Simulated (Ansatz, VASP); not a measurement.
**Pt: VASP beside Ansatz**

Contents of INCAR:

```
PREC     = Accurate       # precision mode
ENCUT    = 500            # plane-wave cutoff, eV
EDIFF    = 1E-6           # SCF threshold, eV
ISMEAR   = 0              # smearing method
SIGMA    = 0.1            # smearing width, eV
LREAL    = F              # projectors in reciprocal space
LASPH    = T              # aspherical terms in the spheres
NELM     = 120            # most SCF steps
ALGO     = Normal         # electronic algorithm
ISIF     = 2              # what is computed and relaxed
LWAVE    = F              # write WAVECAR
LCHARG   = T              # write CHGCAR
GGA      = PS             # functional
LELF     = T              # ELF
LVHAR    = T            
NBANDS   = 11             # bands
GGA_COMPAT= F
```

KPOINTS

```
Automatic mesh
0
Gamma
  8 8 8
```

File POSCAR:

```
Pt
1.0
    2.5488412403      0.0000000000      0.0000000000
    0.0000000000      2.5488412403      0.0000000000
    0.0000000000      0.0000000000      2.5488412403
Pt
1
Direct
    0.0000000000      0.0000000000      0.0000000000
```

Input for Ansatz:

```yaml
crystal:
  lattice:
    - [2.5488412403, 0.0, 0.0]
    - [0.0, 2.5488412403, 0.0]
    - [0.0, 0.0, 2.5488412403]
  atoms:
    - { symbol: Pt, position: [0.0, 0.0, 0.0] }
basis:
  ecutwfc: 420
kpoints:
  mp_grid: { grid: [8, 8, 8] }
hamiltonian:
  xc: pbesol
scf:
  occupations: { method: gaussian, width: 0.1 }
  lower_state_search: "off"
output:
  forces: true
  stress: true
  eigenvalues: true
```

Alike in both runs: task single point; functional PBEsol; k mesh 8 × 8 × 8; occupations gaussian, width 0.1 eV; no spin polarisation.

```csv
,VASP,Ansatz
version,VASP 6.6.1,Ansatz 0.2.0
potentials or method,"VASP PAW PBE potentials, release 64 (Pt), cutoff 500 eV","scalar-relativistic, plane waves, PAW"
valence electrons in the cell,10,18
```

|  | VASP | Ansatz | Ansatz less VASP |
| --- | --- | --- | --- |
| gap on the k mesh at the Fermi level (eV) | none | none | - |
| pressure (GPa) | 11.2 | 11.6 | +0.44 |

VASP's potentials were made for PBE, not for PBEsol. A gap of «none» marks a metal or a gap that the smearing closes. VASP's potentials hold 10 valence electrons a cell and Ansatz's 18, so a difference there can come from the potentials and not from the codes.

Spin-orbit coupling is off throughout.
